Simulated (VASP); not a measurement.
Write the native input for VASP 6.6.1 that does the following.

```yaml
Task: single point
Functional: PBE
Potentials_or_basis: VASP PAW PBE potentials, release 64 (Zn, Pd, C, N)
Cutoff: 520 eV
k_mesh: 4 × 4 × 4
Occupations: gaussian, width 0.1 eV
Spin: no spin polarisation
Dipole_correction: no
Further_INCAR_settings: ALGO = Normal; EDIFF = 1e-07; NBANDS = 40
```

The structure of ZnPdC4N4 lies in POSCAR:

```
ZnPdC4N4
1.0
    5.9086026500      0.0000000000      0.0000000000
    0.0000000000      5.9086026500      0.0000000000
    0.0000000000      0.0000000000      5.9086026500
Zn Pd C N
1 1 4 4
Direct
    0.0000000000      0.0000000000      0.0000000000
    0.5000000000      0.5000000000      0.5000000000
    0.1873167900      0.1873167900      0.1873167900
    0.1873167900      0.8126832100      0.8126832100
    0.8126832100      0.1873167900      0.8126832100
    0.8126832100      0.8126832100      0.1873167900
    0.3016415900      0.3016415900      0.3016415900
    0.3016415900      0.6983584100      0.6983584100
    0.6983584100      0.3016415900      0.6983584100
    0.6983584100      0.6983584100      0.3016415900
```

These files were run (other wordings do the same):

INCAR

```
PREC     = Accurate       # precision mode
ENCUT    = 520            # plane-wave cutoff, eV
EDIFF    = 1E-7           # SCF threshold, eV
ISMEAR   = 0              # smearing method
SIGMA    = 0.1            # smearing width, eV
LREAL    = False          # projectors in reciprocal space
LASPH    = True           # aspherical terms in the spheres
NELM     = 80             # most SCF steps
ALGO     = Normal         # electronic algorithm
ISIF     = 2              # what is computed and relaxed
LWAVE    = False          # write WAVECAR
LCHARG   = True           # write CHGCAR
GGA      = PE             # functional
LELF     = True           # ELF
LVHAR    = True         
NBANDS   = 40             # bands
```

KPOINTS

```
Automatic mesh
0
Gamma
  4 4 4
```

Potentials or basis: VASP PAW PBE potentials, release 64 (Zn, Pd, C, N).

The run is started by

```console
$ cat potpaw_PBE.64/Zn/POTCAR potpaw_PBE.64/Pd/POTCAR potpaw_PBE.64/C/POTCAR potpaw_PBE.64/N/POTCAR > POTCAR
$ mpirun -np 1 vasp_std > vasp.out
```

It gave:

```yaml
Pressure: 3.6 GPa
Largest_force: 0.805 eV/Å
Band_gap_on_the_k_mesh: zero (bands 29 and 30 overlap by 0.33 eV)
```

Caveat: the cell stands under pressure.

It took 75 s on 1 thread of Intel(R) Xeon(R) Platinum 8488C (Sapphire Rapids), with other jobs on the host, peak memory 0.36 GiB.
